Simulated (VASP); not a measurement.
# Ru (P6_3/mmc) in VASP: further runs

The runs below take Ru through single point, with PBE, revPBE+D4.

Everything below comes from runs of VASP 6.6.1. Logs are shortened: lines on timing, memory, paths and dates and some standing lists are left out, and cuts for length are marked.

## (1) The cell of the first run

Symmetry: P6_3/mmc, No. 194, hexagonal system. The conventional cell has a = 2.706 Å, b = 2.706 Å, c = 4.453 Å, α = 90.00°, β = 90.00°, γ = 120.00°. Within 3.6 Å of Ru (site symmetry -6m2) lie 12 Ru at 2.71 to 2.72 Å.

## (2) Single point, PBE

Contents of INCAR:

```
  PREC = Accurate
  ENCUT = 520
  EDIFF = 1E-6
  ISMEAR = -1
  SIGMA = 0.05
  LREAL = False
  LASPH = True
  NELM = 60
  ALGO = Normal
  ISIF = 2
  LWAVE = False
  LCHARG = False
  GGA = PE
  NBANDS = 21
```

Contents of KPOINTS:

```
Automatic mesh
0
Gamma
  9 9 5
```

Contents of POSCAR:

```
Ru
1.0
    2.7058000000      0.0000000000      0.0000000000
   -1.3529000000      2.3432915376      0.0000000000
    0.0000000000      0.0000000000      4.4531760000
Ru
2
Direct
    0.6666666667      0.3333333333      0.7500000000
    0.3333333333      0.6666666667      0.2500000000
```

Potentials or basis: VASP PAW PBE potentials, release 64 (Ru_pv).

On the command line:

```
$ cat potpaw_PBE.64/Ru_pv/POTCAR > POTCAR
$ mpirun -np 1 vasp_std > vasp.out
```

OUTCAR:

```text
PREC = Accurate
   ENCUT = 520
   EDIFF = 1E-6
   ISMEAR = -1
   LREAL = False
   LASPH = True
   NELM = 60
   ISIF = 2
   GGA = PE

 ion  position               nearest neighbor table
   1  0.667  0.333  0.750-   2 2.72   2 2.72   2 2.72   2 2.72   2 2.72   2 2.72
   2  0.333  0.667  0.250-   1 2.72   1 2.72   1 2.72   1 2.72   1 2.72   1 2.72

  LATTYP: Found a hexagonal cell.
 ALAT       =     2.7058000000
 C/A-ratio  =     1.6457890458

  Lattice vectors:

 A1 = (   2.7058000000,   0.0000000000,   0.0000000000)
 A2 = (  -1.3529000000,   2.3432915376,   0.0000000000)
 A3 = (   0.0000000000,   0.0000000000,   4.4531760000)

Analysis of symmetry for initial positions (statically):
=====================================================================
 Subroutine PRICEL returns:
 Original cell was already a primitive cell.

 Routine SETGRP: Setting up the symmetry group for a
 hexagonal supercell.

 Subroutine GETGRP returns: Found 24 space group operations
 (whereof 12 operations were pure point group operations)
 out of a pool of 24 trial point group operations.

The static configuration has the point symmetry D_3d.
 The point group associated with its full space group is D_6h.

Analysis of symmetry for dynamics (positions and initial velocities):
=====================================================================
 Subroutine PRICEL returns:
 Original cell was already a primitive cell.

 Routine SETGRP: Setting up the symmetry group for a
 hexagonal supercell.

 Subroutine GETGRP returns: Found 24 space group operations
 (whereof 12 operations were pure point group operations)
 out of a pool of 24 trial point group operations.

The dynamic configuration has the point symmetry D_3d.
 The point group associated with its full space group is D_6h.

 Subroutine INISYM returns: Found 24 space group operations
 (whereof 12 operations are pure point group operations),
 and found     1 'primitive' translations

----------------------------------------------------------------------------------------

                                     Primitive cell

  volume of cell :      28.2353

  direct lattice vectors                    reciprocal lattice vectors
     2.705800000  0.000000000  0.000000000     0.369576465  0.213375072  0.000000000
    -1.352900000  2.343291538  0.000000000     0.000000000  0.426750144  0.000000000
     0.000000000  0.000000000  4.453176000     0.000000000  0.000000000  0.224558832

  length of vectors
     2.705800000  2.705800000  4.453176000     0.426750144  0.426750144  0.224558832

  position of ions in fractional coordinates (direct lattice)
     0.666666667  0.333333333  0.750000000
     0.333333333  0.666666667  0.250000000

  ion indices of the primitive-cell ions
   primitive index   ion index
                 1           1
                 2           2

----------------------------------------------------------------------------------------

 KPOINTS: Automatic mesh

Automatic generation of k-mesh.
 Grid dimensions read from file:
 generate k-points for:    9    9    5

 Generating k-lattice:

  Cartesian coordinates                     Fractional coordinates (reciprocal lattice)
     0.041064052  0.023708341  0.000000000     0.111111111 -0.000000000  0.000000000
     0.000000000  0.047416683  0.000000000     0.000000000  0.111111111  0.000000000
     0.000000000  0.000000000  0.044911766     0.000000000  0.000000000  0.200000000

  Length of vectors
     0.047416683  0.047416683  0.044911766

  Shift w.r.t. Gamma in fractional coordinates (k-lattice)
     0.000000000  0.000000000  0.000000000

 Subroutine IBZKPT returns following result:
 ===========================================

 Found     36 irreducible k-points:

 Following reciprocal coordinates:
            Coordinates               Weight
  0.000000  0.000000  0.000000      1.000000
  0.111111 -0.000000  0.000000      6.000000
  0.222222  0.000000  0.000000      6.000000
  0.333333  0.000000  0.000000      6.000000
  0.444444  0.000000  0.000000      6.000000
  0.111111  0.111111  0.000000      6.000000
[... 16 lines left out ...]
  0.333333  0.222222  0.200000     24.000000
  0.333333  0.333333  0.200000      4.000000
 [... further k-points ...]
   k-points           NKPTS =     36   k-points in BZ     NKDIM =     36   number of bands    NBANDS=     21
   number of dos      NEDOS =    301   number of ions     NIONS =      2
   total plane-waves  NPLWV =  14400
   dimension x,y,z NGX =    20 NGY =   20 NGZ =   36
   dimension x,y,z NGXF=    40 NGYF=   40 NGZF=   72
   ions per type =               2
   NGX,Y,Z   is equivalent  to a cutoff of  12.29, 12.29, 13.44 a.u.
   NGXF,Y,Z  is equivalent  to a cutoff of  24.58, 24.58, 26.88 a.u.
 SYSTEM =  unknown system
   PREC   = accura    normal or accurate (medium, high low for compatibility)
   ISTART =      0    job   : 0-new  1-cont  2-samecut
   ICHARG =      2    charge: 1-file 2-atom 10-const
   ISPIN  =      1    spin polarized calculation?
   LNONCOLLINEAR =      F non collinear calculations
   LSORBIT =      F    spin-orbit coupling
   LASPH  =      T    aspherical Exc in radial PAW
   ENCUT  =  520.0 eV  38.22 Ry    6.18 a.u.   5.03  5.03  8.28*2*pi/ulx,y,z
   NELM   =     60;   NELMIN=  2; NELMDL= -5     # of ELM steps
   EDIFF  = 0.1E-05   stopping-criterion for ELM
   LREAL  =      F    real-space projection
   EDIFFG = 0.1E-04   stopping-criterion for IOM
   NSW    =      0    number of steps for IOM
   IBRION =     -1    ionic relax: 0-MD 1-quasi-New 2-CG
   NFREE  =      0    steps in history (QN), initial steepest desc. (CG)
   ISIF   =      2    stress and relaxation
   ISYM   =      2    0-nonsym 1-usesym 2-fastsym
   POTIM  = 0.5000    time-step for ionic-motion
   TEBEG  =    0.0;   TEEND  =   0.0 temperature during run
   PSTRESS=    0.0 pullay stress
   NELECT =      28.0000    total number of electrons
   NUPDOWN=      -1.0000    fix difference up-down
   EMIN   =  10.00;   EMAX   =-10.00  energy-range for DOS
   EFERMI =   0.00;   METHOD = LEGACY
   ISMEAR =    -1;   SIGMA  =   0.05  broadening in eV -4-tet -1-fermi 0-gaus
   EFERMI_NEDOS =   21; number of points for ismear=-14 and -15
   IALGO  =     38    algorithm
   IMIX   =      4    mixing-type and parameters
     AMIX     =   0.40;   BMIX     =  1.00
     AMIX_MAG =   1.60;   BMIX_MAG =  1.00
  volume/ion in A,a.u.               =      14.12        95.27
  Fermi-wavevector in a.u.,A,eV,Ry     =   1.632539  3.085051 36.262022  2.665183
  Thomas-Fermi vector in A             =   2.724493
   LORBIT       =      0    0 simple, 1 ext, 2 COOP (PROOUT), +10 PAW based schemes
   GGA     = PE    functional components
   LHFCALC =     F    Hartree Fock is set to
   AEXX    =    0.0000 exact exchange contribution
   IVDW    =     0    specifies the selected vdW correction
   LEPSILON=     F    determine dielectric tensor
   LRPA    =     F    only Hartree local field effects (RPA)
 non-spin polarized calculation
  energy-cutoff  :      520.00
  volume of cell :       28.24
 maximum number of plane-waves:       771
 NGX is ok and might be reduce to    20
   NGX =  9   NGY =  9   NGZ = 17

 number of electron      28.0000003 magnetization

 Free energy of the ion-electron system (eV)
  ---------------------------------------------------
  ext. energy  EPLUGINS =         0.00000000
  ---------------------------------------------------
  free energy    TOTEN  =       -18.43654506 eV

  energy without entropy =      -18.42546226  energy(sigma->0) =      -18.43100366

 E-fermi :  12.2549     XC(G=0): -13.8808

 val. band max:       12.2054070784   @ k =   0.1111   0.1111   0.4000
 cond. band min:      12.2669416191   @ k =   0.0000   0.0000   0.4000
 fundamental gap:      0.0615345407
 Fermi energy:        12.2549192421

 k-point     1 :       0.0000    0.0000    0.0000
  band No.  band energies     occupation
      1     -31.3144      2.00000
      2     -30.5130      2.00000
      3     -30.5130      2.00000
      4     -30.3973      2.00000
      5     -30.3916      2.00000
      6     -30.3916      2.00000
[... 13 lines left out ...]
     20      22.5936      0.00000
     21      22.5958      0.00000

 k-point     2 :       0.1111   -0.0000    0.0000
  band No.  band energies     occupation
      1     -31.2784      2.00000
      2     -30.6001      2.00000
      3     -30.5400      2.00000
      4     -30.4811      2.00000
      5     -30.4105      2.00000
      6     -30.4058      2.00000
[... 13 lines left out ...]
     20      22.5936      0.00000
     21      22.5956      0.00000

 k-point     3 :       0.2222    0.0000    0.0000
  band No.  band energies     occupation
      1     -31.1796      2.00000
      2     -30.8203      2.00000
      3     -30.7007      2.00000
      4     -30.6057      2.00000
      5     -30.4511      2.00000
      6     -30.4439      2.00000
[... 13 lines left out ...]
     20      22.5936      0.00000
     21      22.5951      0.00000

 k-point     4 :       0.3333    0.0000    0.0000
  band No.  band energies     occupation
      1     -31.0695      2.00000
      2     -31.0451      2.00000
      3     -30.9398      2.00000
      4     -30.6772      2.00000
      5     -30.5191      2.00000
      6     -30.4893      2.00000
[... 13 lines left out ...]
     20      22.5923      0.00000
     21      22.5937      0.00000

 k-point     5 :       0.4444    0.0000    0.0000
  band No.  band energies     occupation
      1     -31.2309      2.00000
      2     -31.0905      2.00000
      3     -30.9266      2.00000
      4     -30.7226      2.00000
      5     -30.5940      2.00000
      6     -30.5197      2.00000
[... 13 lines left out ...]
     20      22.5931      0.00000
     21      22.6563      0.00000
[... 382 lines left out ...]
     20      22.5904      0.00000
     21      22.8549      0.00000

 k-point    22 :       0.2222    0.2222    0.2000
  band No.  band energies     occupation
      1     -31.1124      2.00000
      2     -31.0684      2.00000
      3     -30.8395      2.00000
      4     -30.7773      2.00000
      5     -30.6405      2.00000
      6     -30.5421      2.00000
[... 13 lines left out ...]
     20      22.5930      0.00000
     21      23.6399      0.00000

 k-point    23 :       0.3333    0.2222    0.2000
  band No.  band energies     occupation
      1     -31.1662      2.00000
      2     -31.0866      2.00000
      3     -30.9082      2.00000
      4     -30.7745      2.00000
      5     -30.7149      2.00000
      6     -30.5970      2.00000
[... 13 lines left out ...]
     20      22.5872      0.00000
     21      22.6011      0.00000

 k-point    24 :       0.3333    0.3333    0.2000
  band No.  band energies     occupation
      1     -31.0704      2.00000
      2     -31.0438      2.00000
      3     -31.0438      2.00000
      4     -30.8537      2.00000
      5     -30.6659      2.00000
      6     -30.6659      2.00000
[... 13 lines left out ...]
     20      22.5934      0.00000
     21      22.5934      0.00000

 [... further k-points ...]

------------------------ aborting loop because EDIFF is reached ----------------------------------------

  FORCE on cell =-STRESS in cart. coord.  units (eV):
  Direction    XX          YY          ZZ          XY          YZ          ZX
  --------------------------------------------------------------------------------------
  -------------------------------------------------------------------------------------
  Total       -0.2080040     -0.2080040     -3.5880993      0.0000000     -0.0000000      0.0000000
  in kB      -11.8029438    -11.8029438   -203.6025251      0.0000000     -0.0000000      0.0000000
  external PRESSURE =     -75.7361375 kB  Pullay stress =       0.0000000 kB

 VOLUME and BASIS-vectors are now :
 -----------------------------------------------------------------------------
  energy-cutoff  :      520.00
  volume of cell :       28.24
      direct lattice vectors                 reciprocal lattice vectors
     2.705800000  0.000000000  0.000000000     0.369576465  0.213375072  0.000000000
    -1.352900000  2.343291538  0.000000000     0.000000000  0.426750144  0.000000000
     0.000000000  0.000000000  4.453176000     0.000000000  0.000000000  0.224558832

 POSITION                                       TOTAL-FORCE (eV/Angst)
 -----------------------------------------------------------------------------------
      1.35290      0.78110      3.33988        -0.000000      0.000000      0.000000
     -0.00000      1.56219      1.11329         0.000000     -0.000000      0.000000
 -----------------------------------------------------------------------------------
    total drift:                               -0.000000      0.000000     -0.000000

  FREE ENERGIE OF THE ION-ELECTRON SYSTEM (eV)
  ---------------------------------------------------
  free  energy   TOTEN  =       -18.4365450637 eV

  energy  without entropy=      -18.4254622580  energy(sigma->0) =      -18.43100366
```

Run time: 30 s. Hardware: 1 thread of Intel Xeon 8259CL, shared host; peak memory 0.14 GiB.

Results:

* Free energy: -18.4365 eV
* Pressure: -7.6 GPa
* Band gap on the k mesh: zero (bands 14 and 15 overlap by 2.67 eV)

Stress tensor (GPa, compression positive):
```
 -1.18   0.00   0.00
  0.00  -1.18   0.00
  0.00   0.00 -20.36
```

Levels at points of the mesh, in eV from the Fermi level:
```csv
k point,band 12,band 13,band 14,band 15,band 16,band 17
"(0.00, 0.00, 0.00)",-1.99,-1.99,-1.15,-1.15,0.72,1.00
```

Caveat: the cell stands under tension.

## (3) Single point, PBE

This run uses another cell than the first one, of 13.03 Å³/atom.

Contents of INCAR:

```
  PREC = Accurate
  ENCUT = 520
  EDIFF = 1E-7
  ISMEAR = -1
  SIGMA = 0.05
  LREAL = F
  LASPH = T
  NELM = 60
  ALGO = Normal
  ISIF = 2
  LWAVE = F
  LCHARG = F
  GGA = PE
  NBANDS = 21
```

Contents of KPOINTS:

```
regular mesh
0
Gamma
  9 9 6
```

POSCAR, as its differences from that of step 2:

```diff
@@ -4,3 +4,3 @@
    -1.3529000000      2.3432915376      0.0000000000
-    0.0000000000      0.0000000000      4.4531760000
+    0.0000000000      0.0000000000      4.1106240000
 Ru
```

Potentials or basis: VASP PAW PBE potentials, release 64 (Ru_pv).

On the command line:

```
$ cat potpaw_PBE.64/Ru_pv/POTCAR > POTCAR
$ mpirun -np 1 vasp_std > vasp.out
```

Run time: 34 s. Hardware: 1 thread of Intel Xeon 8259CL, shared host; peak memory 0.15 GiB.

Results (log left out):

* Free energy: -18.3503 eV
* Pressure: 20.7 GPa
* Band gap on the k mesh: zero (bands 14 and 15 overlap by 3.27 eV)

Stress tensor (GPa, compression positive):
```
12.88  0.00  0.00
 0.00 12.88  0.00
 0.00  0.00 36.40
```

Levels at points of the mesh, in eV from the Fermi level:
```csv
k point,band 12,band 13,band 14,band 15,band 16,band 17
"(0.00, 0.00, 0.00)",-1.99,-1.99,-1.80,-1.80,1.25,1.25
"(0.00, 0.00, 0.50)",-3.11,-2.59,-2.59,0.64,0.64,0.64
```

Caveat: the cell stands under pressure.

## (4) Single point, revPBE+D4

This run uses another cell than the first one, of 13.48 Å³/atom.

Contents of INCAR:

```
ALGO     = Normal         # electronic algorithm
EDIFF    = 1E-6           # SCF threshold, eV
ENCUT    = 520            # plane-wave cutoff, eV
GGA      = RE             # functional
ISIF     = 2              # what is computed and relaxed
ISMEAR   = -1             # smearing method
IVDW     = 13             # dispersion correction
LASPH    = T              # aspherical terms in the spheres
LCHARG   = F              # write CHGCAR
LREAL    = F              # projectors in reciprocal space
LWAVE    = F              # write WAVECAR
NBANDS   = 21             # bands
NELM     = 100            # most SCF steps
PREC     = Accurate       # precision mode
SIGMA    = 0.05           # smearing width, eV
```

Contents of KPOINTS:

```
k-points
0
Gamma
  11 11 6
```

Contents of POSCAR:

```
Ru
1.0
    2.6993077714      0.0000000000      0.0000000000
   -1.3496538857      2.3376691027      0.0000000000
    0.0000000000      0.0000000000      4.2727862466
Ru
2
Direct
    0.6666666667      0.3333333333      0.7500000000
    0.3333333333      0.6666666667      0.2500000000
```

On the command line:

```
$ cat potpaw_PBE.64/Ru_pv/POTCAR > POTCAR
$ mpirun -np 1 vasp_std > vasp.out
```

It took 43 s on 1 thread of Intel Xeon 8259CL, shared host; peak memory 0.16 GiB.

The run converged. Its results:

```
Free energy                : -19.1423 eV
Pressure                   : 0.0 GPa
Band gap on the k mesh     : zero (bands 14 and 15 overlap by 3.09 eV)
Dispersion energy per atom : -0.861 eV
```

Levels at points of the mesh, in eV from the Fermi level:
| k point | band 11 | band 12 | band 13 | band 14 | band 15 | band 16 | band 17 | band 18 |
| --- | --- | --- | --- | --- | --- | --- | --- | --- |
| (0.00, 0.00, 0.00) | -2.38 | -1.86 | -1.86 | -1.33 | -1.33 | 1.26 | 1.26 | 1.37 |
| (0.00, 0.00, 0.50) | -2.72 | -2.72 | -2.66 | -2.66 | 0.62 | 0.62 | 0.62 | 0.62 |

Caveat: the PAW data sets were made with another functional, which shifts forces and pressure a little.

(Continued in part 2 of 2.)
